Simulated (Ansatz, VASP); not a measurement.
# HC in VASP and in Ansatz

POSCAR

```
HC
1.0
   12.7048579379      0.0000000000      0.0000000000
    0.0000000000     13.2048579379      0.0000000000
    0.0000000000      0.0000000000     13.7048579379
C H
2 2
Direct
    0.4715188700      0.5224566100      0.4725301800
    0.5348723500      0.4877187200      0.5289157200
    0.4153004000      0.5532027000      0.4224472300
    0.5909782500      0.4569033000      0.5790675300
```

The input INCAR.step1:

```
SYSTEM = HC
PREC = Accurate ; ENCUT = 520
EDIFF = 1E-5 ; ISMEAR = 0
SIGMA = 0.005 ; LREAL = .False.
LASPH = .True. ; NELM = 120
ALGO = Normal ; ISIF = 2
LWAVE = .True. ; LCHARG = .False.
NBANDS = 13 ; GGA = PE
GGA_COMPAT = .False. ; NELMDL = -8
```

File INCAR.step2:

```
SYSTEM = HC
PREC = Accurate ; ENCUT = 520
EDIFF = 1E-6 ; ISMEAR = 0
SIGMA = 0.005 ; LREAL = .False.
LASPH = .True. ; NELM = 120
ALGO = Normal ; ISIF = 2
LWAVE = .False. ; LCHARG = .False.
GGA = PE ; LHFCALC = .True.
HFSCREEN = 0.2079 ; PRECFOCK = Normal
IVDW = 12 ; VDW_S6 = 1.0
VDW_S8 = 2.31 ; VDW_A1 = 0.383
VDW_A2 = 5.685 ; NBANDS = 13
ISTART = 1 ; GGA_COMPAT = .False.
```

The input KPOINTS:

```
Automatic mesh
0
Gamma
  1 1 1
  0 0 0
```

Input for Ansatz:

```yaml
crystal:
  lattice:
    - [12.7048579379, 0.0, 0.0]
    - [0.0, 13.2048579379, 0.0]
    - [0.0, 0.0, 13.7048579379]
  atoms:
    - { symbol: C, position: [0.47151887, 0.52245661, 0.47253018] }
    - { symbol: C, position: [0.53487235, 0.48771872, 0.52891572] }
    - { symbol: H, position: [0.4153004, 0.5532027, 0.42244723] }
    - { symbol: H, position: [0.59097825, 0.4569033, 0.57906753] }
hamiltonian:
  xc: hse06
  dispersion: d3bj
kpoints:
  mp_grid: { grid: [1, 1, 1] }
scf:
  occupations: { method: gaussian, width: 0.005 }
  max_iter: 140
  lower_state_search: "off"
output:
  forces: false
```

Alike in both runs: task single point; functional HSE06; dispersion D3(BJ); k mesh 1 × 1 × 1; occupations gaussian, width 0.005 eV; no spin polarisation.

```csv
,VASP,Ansatz
version,VASP 6.6.1,Ansatz 0.2.0
potentials or method,"VASP PAW PBE potentials, release 64 (C, H)","scalar-relativistic, plane waves, PAW"
plane-wave cutoff (eV),520,420
valence electrons in the cell,10,10
```

|  | VASP | Ansatz | Ansatz less VASP |
| --- | --- | --- | --- |
| gap on the k mesh at the Fermi level (eV) | 7.73 | 7.74 | +0.008 |
